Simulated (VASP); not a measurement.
# PIr (rocksalt type) (Fm-3m) in VASP: settings compared

The runs below take PIr (rocksalt type) through electric field gradients, with LDA, r2SCAN, PBE.

All numbers are computed with VASP 6.6.1; they aren't measurements. Logs are shortened: lines on timing, memory, paths and dates and some standing lists are left out, and cuts for length are marked.

### 1 The cell of the first run

The structure is cubic, space group Fm-3m (No. 225). Conventional cell: a = 4.930 Å, b = 4.930 Å, c = 4.930 Å, α = 90.00°, β = 90.00°, γ = 90.00°. Within 3.3 Å of Ir (site symmetry m-3m) lie 6 P at 2.46 Å. P (site symmetry m-3m) has 6 Ir at 2.46 Å within 3.3 Å.

### 2 Electric field gradients, LDA

Contents of INCAR:

```
SYSTEM = PIr
ALGO = Normal
EDIFF = 1E-8
ENCUT = 520
ISIF = 2
ISMEAR = -1
LASPH = .True.
LCHARG = .False.
LEFG = .True.
LREAL = .False.
LWAVE = .False.
NBANDS = 14
NELM = 60
PREC = Accurate
SIGMA = 0.05
```

Contents of KPOINTS:

```
k-points
0
Gamma
  13 13 13
  0 0 0
```

Contents of POSCAR:

```
PIr
1.0
    0.0000000000      2.4648029302      2.4648029302
    2.4648029302      0.0000000000      2.4648029302
    2.4648029302      2.4648029302      0.0000000000
Ir P
1 1
Direct
    0.0000000000      0.0000000000      0.0000000000
    0.5000000000      0.5000000000      0.5000000000
```

Potentials or basis: VASP PAW LDA potentials, release 64 (Ir, P).

The run is started by

```
$ cat potpaw_LDA.64/Ir/POTCAR potpaw_LDA.64/P/POTCAR > POTCAR
$ mpirun -np 1 vasp_std > vasp.out
```

OUTCAR:

```text
SYSTEM = PIr
   EDIFF = 1E-8
   ENCUT = 520
   ISIF = 2
   ISMEAR = -1
   LASPH = .True.
   LREAL = .False.
   NELM = 60
   PREC = Accurate

 ion  position               nearest neighbor table
   1  0.000  0.000  0.000-   2 2.46   2 2.46   2 2.46   2 2.46   2 2.46   2 2.46
   2  0.500  0.500  0.500-   1 2.46   1 2.46   1 2.46   1 2.46   1 2.46   1 2.46

  LATTYP: Found a face centered cubic cell.
 ALAT       =     4.9296058604

  Lattice vectors:

 A1 = (   0.0000000000,   2.4648029302,   2.4648029302)
 A2 = (   2.4648029302,   0.0000000000,   2.4648029302)
 A3 = (   2.4648029302,   2.4648029302,   0.0000000000)

Analysis of symmetry for initial positions (statically):
=====================================================================
 Subroutine PRICEL returns:
 Original cell was already a primitive cell.

 Routine SETGRP: Setting up the symmetry group for a
 face centered cubic supercell.

 Subroutine GETGRP returns: Found 48 space group operations
 (whereof 48 operations were pure point group operations)
 out of a pool of 48 trial point group operations.

The static configuration has the point symmetry O_h .

Analysis of symmetry for dynamics (positions and initial velocities):
=====================================================================
 Subroutine PRICEL returns:
 Original cell was already a primitive cell.

 Routine SETGRP: Setting up the symmetry group for a
 face centered cubic supercell.

 Subroutine GETGRP returns: Found 48 space group operations
 (whereof 48 operations were pure point group operations)
 out of a pool of 48 trial point group operations.

The dynamic configuration has the point symmetry O_h .

 Subroutine INISYM returns: Found 48 space group operations
 (whereof 48 operations are pure point group operations),
 and found     1 'primitive' translations

----------------------------------------------------------------------------------------

                                     Primitive cell

  volume of cell :      29.9486

  direct lattice vectors                    reciprocal lattice vectors
     0.000000000  2.464802930  2.464802930    -0.202855974  0.202855974  0.202855974
     2.464802930  0.000000000  2.464802930     0.202855974 -0.202855974  0.202855974
     2.464802930  2.464802930  0.000000000     0.202855974  0.202855974 -0.202855974

  length of vectors
[... 134 lines left out ...]
 fundamental gap:      0.0101969216
 Fermi energy:         8.8248369174

 k-point     1 :       0.0000    0.0000    0.0000
  band No.  band energies     occupation
      1      -5.1284      2.00000
      2       5.7138      2.00000
      3       5.7138      2.00000
      4       5.7138      2.00000
      5       5.7885      2.00000
      6       5.7885      2.00000
      7       9.0845      0.01105
      8       9.0845      0.01105
      9       9.0845      0.01105
     10      14.8180      0.00000
     11      18.9766      0.00000
     12      21.6606      0.00000
     13      21.6606      0.00000
     14      21.6606      0.00000
[... 377 lines left out ...]
      1      -2.4153      2.00000
      2       1.6401      2.00000
      3       3.5202      2.00000
      4       3.8782      2.00000
      5       6.9404      2.00000
      6       7.6078      2.00000
      7       8.2966      1.99995
      8      11.8613      0.00000
      9      12.6736      0.00000
     10      14.7901      0.00000
     11      16.0392      0.00000
     12      18.1556      0.00000
     13      19.8279      0.00000
     14      23.3609      0.00000

 [... further k-points ...]

------------------------ aborting loop because EDIFF is reached ----------------------------------------

  FORCE on cell =-STRESS in cart. coord.  units (eV):
  Direction    XX          YY          ZZ          XY          YZ          ZX
  --------------------------------------------------------------------------------------
  -------------------------------------------------------------------------------------
  Total       -1.6611128     -1.6611128     -1.6611128     -0.0000000      0.0000000     -0.0000000
  in kB      -88.8654839    -88.8654839    -88.8654839     -0.0000000      0.0000000     -0.0000000
  external PRESSURE =     -88.8654839 kB  Pullay stress =       0.0000000 kB

 VOLUME and BASIS-vectors are now :
 -----------------------------------------------------------------------------
  energy-cutoff  :      520.00
  volume of cell :       29.95
      direct lattice vectors                 reciprocal lattice vectors
     0.000000000  2.464802930  2.464802930    -0.202855974  0.202855974  0.202855974
     2.464802930  0.000000000  2.464802930     0.202855974 -0.202855974  0.202855974
     2.464802930  2.464802930  0.000000000     0.202855974  0.202855974 -0.202855974

 POSITION                                       TOTAL-FORCE (eV/Angst)
 -----------------------------------------------------------------------------------
      0.00000      0.00000      0.00000         0.000000      0.000000     -0.000000
      2.46480      2.46480      2.46480        -0.000000      0.000000      0.000000
 -----------------------------------------------------------------------------------
    total drift:                               -0.000000      0.000000      0.000000

  FREE ENERGIE OF THE ION-ELECTRON SYSTEM (eV)
  ---------------------------------------------------
  free  energy   TOTEN  =       -16.2044480406 eV

  energy  without entropy=      -16.1922277207  energy(sigma->0) =      -16.19833788

 Electric field gradients (V/A^2)
---------------------------------------------------------------------
 ion       V_xx      V_yy      V_zz      V_xy      V_xz      V_yz
---------------------------------------------------------------------
   1      -0.000     0.000     0.000     0.000     0.000     0.000
   2      -0.000    -0.000    -0.000     0.000     0.000     0.000
---------------------------------------------------------------------

 Electric field gradients after diagonalization (V/A^2)
 (convention: |V_zz| > |V_xx| > |V_yy|)
----------------------------------------------------------------------
 ion       V_xx      V_yy      V_zz     asymmetry (V_yy - V_xx)/ V_zz
----------------------------------------------------------------------
   1      -0.000    -0.000     0.000       0.000
   2      -0.000    -0.000     0.000       0.000
----------------------------------------------------------------------

           NMR quadrupolar parameters

 Cq : quadrupolar parameter    Cq=e*Q*V_zz/h
 eta: asymmetry parameters     (V_yy - V_xx)/ V_zz
 Q  : nuclear electric quadrupole moment in mb (millibarn)
----------------------------------------------------------------------
 ion       Cq(MHz)       eta       Q (mb)
----------------------------------------------------------------------
   1       0.000       0.000       1.000
   2       0.000       0.000       1.000
----------------------------------------------------------------------
```

OSZICAR:

```text
N       E                     dE             d eps       ncg     rms          rms(c)
DAV:   1     0.795335116846E+02    0.79534E+02   -0.62268E+03  2352   0.924E+02
DAV:   2    -0.128385923880E+02   -0.92372E+02   -0.80620E+02  2436   0.223E+02
DAV:   3    -0.166000247225E+02   -0.37614E+01   -0.36838E+01  3168   0.494E+01
DAV:   4    -0.166575567550E+02   -0.57532E-01   -0.57491E-01  2586   0.612E+00
DAV:   5    -0.166588362787E+02   -0.12795E-02   -0.12795E-02  3180   0.951E-01    0.151E+01
DAV:   6    -0.162811683972E+02    0.37767E+00   -0.19141E+00  3116   0.148E+01    0.613E+00
DAV:   7    -0.162211478983E+02    0.60020E-01   -0.23009E-01  3072   0.531E+00    0.417E+00
DAV:   8    -0.162049012878E+02    0.16247E-01   -0.36432E-02  2922   0.174E+00    0.422E-01
DAV:   9    -0.162047092114E+02    0.19208E-03   -0.82279E-04  2720   0.210E-01    0.354E-01
DAV:  10    -0.162044686218E+02    0.24059E-03   -0.53336E-04  2856   0.202E-01    0.552E-02
DAV:  11    -0.162044486613E+02    0.19960E-04   -0.98658E-05  3296   0.922E-02    0.212E-02
DAV:  12    -0.162044482509E+02    0.41040E-06   -0.43153E-06  2712   0.156E-02    0.117E-02
DAV:  13    -0.162044480758E+02    0.17509E-06   -0.38245E-07  3048   0.781E-03    0.342E-03
DAV:  14    -0.162044480400E+02    0.35872E-07   -0.59689E-08  2766   0.143E-03    0.611E-04
DAV:  15    -0.162044480406E+02   -0.66041E-09   -0.52724E-09  1386   0.527E-04
   1 F= -.16204448E+02 E0= -.16198338E+02  d E =-.122203E-01
```

stdout:

```text
POSCAR found type information on POSCAR IrP
 POSCAR found :  2 types and       2 ions
 scaLAPACK will be used
 LDA part: xc-table for (Slater(with rela. corr.)+CA(PZ))
 , standard interpolation
 POSCAR, INCAR and KPOINTS ok, starting setup
 FFT: planning ... GRIDC
 FFT: planning ... GRID_SOFT
 FFT: planning ... GRID
 WAVECAR not read
 entering main loop
ion   1

ion   2
```

Wall time 26 s (1 thread of AMD EPYC 9R45 (Zen 5), shared host); peak memory 0.14 GiB.

What came out:

```yaml
Free_energy: -16.2044 eV
Pressure: -8.9 GPa
Band_gap_on_the_k_mesh: zero (bands 7 and 8 overlap by 1.44 eV)
Largest_electric_field_gradient_by_atom: zero within the noise of the run
```

Caveat: the cell stands under tension; spin-orbit coupling is left out, which moves the levels of the heavy elements.

### 3 Electric field gradients, r2SCAN

POSCAR is that of step 2.

Contents of INCAR.step1:

```
PREC     = Accurate       # precision mode
ENCUT    = 520            # plane-wave cutoff, eV
ISMEAR   = -1             # smearing method
SIGMA    = 0.05           # smearing width, eV
LREAL    = F              # projectors in reciprocal space
LASPH    = T              # aspherical terms in the spheres
NELM     = 100            # most SCF steps
NBANDS   = 14             # bands
GGA      = PE             # functional
ALGO     = Normal         # electronic algorithm
EDIFF    = 1E-4           # SCF threshold, eV
LWAVE    = T              # write WAVECAR
LCHARG   = F              # write CHGCAR
```

Contents of INCAR.step2:

```
PREC     = Accurate       # precision mode
ENCUT    = 520            # plane-wave cutoff, eV
EDIFF    = 1E-8           # SCF threshold, eV
ISMEAR   = -1             # smearing method
SIGMA    = 0.05           # smearing width, eV
LREAL    = F              # projectors in reciprocal space
LASPH    = T              # aspherical terms in the spheres
NELM     = 100            # most SCF steps
ALGO     = Normal         # electronic algorithm
ISIF     = 2              # what is computed and relaxed
LWAVE    = F              # write WAVECAR
LCHARG   = F              # write CHGCAR
METAGGA  = R2SCAN         # meta-GGA
LMIXTAU  = T            
LEFG     = T            
NBANDS   = 14             # bands
ISTART   = 1
```

Contents of KPOINTS:

```
Automatic mesh
0
Gamma
  13 13 13
```

Potentials or basis: VASP PAW PBE potentials, release 64 (Ir, P).

The run is started by

```
$ cat potpaw_PBE.64/Ir/POTCAR potpaw_PBE.64/P/POTCAR > POTCAR
$ cp INCAR.step1 INCAR
$ mpirun -np 1 vasp_std > vasp.out
$ cp INCAR.step2 INCAR
$ mpirun -np 1 vasp_std > vasp.out
```

OUTCAR:

```text
PREC = Accurate
   ENCUT = 520
   EDIFF = 1E-8
   ISMEAR = -1
   LREAL = F
   LASPH = T
   NELM = 100
   ISIF = 2
   METAGGA = R2SCAN
   ISTART = 1

 ion  position               nearest neighbor table
   1  0.000  0.000  0.000-   2 2.46   2 2.46   2 2.46   2 2.46   2 2.46   2 2.46
   2  0.500  0.500  0.500-   1 2.46   1 2.46   1 2.46   1 2.46   1 2.46   1 2.46

  LATTYP: Found a face centered cubic cell.
 ALAT       =     4.9296058604

  Lattice vectors:

 A1 = (   0.0000000000,   2.4648029302,   2.4648029302)
 A2 = (   2.4648029302,   0.0000000000,   2.4648029302)
[... 620 lines left out ...]
  ---------------------------------------------------
  free  energy   TOTEN  =       -61.1778001271 eV

  energy  without entropy=      -61.1659631098  energy(sigma->0) =      -61.17188162

 Electric field gradients (V/A^2)
---------------------------------------------------------------------
 ion       V_xx      V_yy      V_zz      V_xy      V_xz      V_yz
---------------------------------------------------------------------
   1      -0.000    -0.000     0.000     0.000     0.000     0.000
   2       0.000     0.000     0.000     0.000     0.000     0.000
---------------------------------------------------------------------

 Electric field gradients after diagonalization (V/A^2)
 (convention: |V_zz| > |V_xx| > |V_yy|)
----------------------------------------------------------------------
 ion       V_xx      V_yy      V_zz     asymmetry (V_yy - V_xx)/ V_zz
----------------------------------------------------------------------
   1      -0.000    -0.000     0.000       0.000
   2      -0.000    -0.000     0.000       0.000
----------------------------------------------------------------------

           NMR quadrupolar parameters

 Cq : quadrupolar parameter    Cq=e*Q*V_zz/h
 eta: asymmetry parameters     (V_yy - V_xx)/ V_zz
 Q  : nuclear electric quadrupole moment in mb (millibarn)
----------------------------------------------------------------------
 ion       Cq(MHz)       eta       Q (mb)
----------------------------------------------------------------------
   1       0.000       0.000       1.000
   2       0.000       0.000       1.000
----------------------------------------------------------------------
```

OUTCAR.step1:

```text
PREC = Accurate
   ENCUT = 520
   ISMEAR = -1
   LREAL = F
   LASPH = T
   NELM = 100
[... 627 lines left out ...]
 -----------------------------------------------------------------------------------
      0.00000      0.00000      0.00000        -0.000000     -0.000000     -0.000000
      2.46480      2.46480      2.46480         0.000000      0.000000      0.000000
 -----------------------------------------------------------------------------------
    total drift:                               -0.000000      0.000000      0.000000

  FREE ENERGIE OF THE ION-ELECTRON SYSTEM (eV)
  ---------------------------------------------------
  free  energy   TOTEN  =       -14.0414688656 eV

  energy  without entropy=      -14.0289846451  energy(sigma->0) =      -14.03522676
```

OSZICAR.step1:

```text
N       E                     dE             d eps       ncg     rms          rms(c)
DAV:   1     0.801291994888E+02    0.80129E+02   -0.62493E+03  2360   0.923E+02
DAV:   2    -0.108245621539E+02   -0.90954E+02   -0.79616E+02  2460   0.222E+02
DAV:   3    -0.144298586032E+02   -0.36053E+01   -0.35354E+01  3156   0.478E+01
DAV:   4    -0.144805704924E+02   -0.50712E-01   -0.50676E-01  2580   0.576E+00
DAV:   5    -0.144816081251E+02   -0.10376E-02   -0.10376E-02  3142   0.853E-01    0.149E+01
DAV:   6    -0.141057394878E+02    0.37587E+00   -0.20761E+00  3050   0.149E+01    0.621E+00
DAV:   7    -0.140529468741E+02    0.52793E-01   -0.23462E-01  2990   0.529E+00    0.423E+00
DAV:   8    -0.140416846206E+02    0.11262E-01   -0.32650E-02  2868   0.161E+00    0.390E-01
DAV:   9    -0.140415371185E+02    0.14750E-03   -0.87371E-04  2694   0.211E-01    0.309E-01
DAV:  10    -0.140414688656E+02    0.68253E-04   -0.51961E-04  2550   0.185E-01
   1 F= -.14041469E+02 E0= -.14035227E+02  d E =-.124842E-01
```

It took 2.1 min on 1 thread of AMD EPYC 9R45 (Zen 5), shared host; peak memory 0.16 GiB.

What came out:

```yaml
Free_energy: -61.1778 eV
Pressure: -2.0 GPa
Band_gap_on_the_k_mesh: zero (bands 7 and 8 overlap by 1.53 eV)
Largest_electric_field_gradient_by_atom: zero within the noise of the run
```

Caveat: the PAW data sets were made with another functional, which shifts forces and pressure a little; spin-orbit coupling is left out, which moves the levels of the heavy elements.

(Part 1 of 2 ends here.)
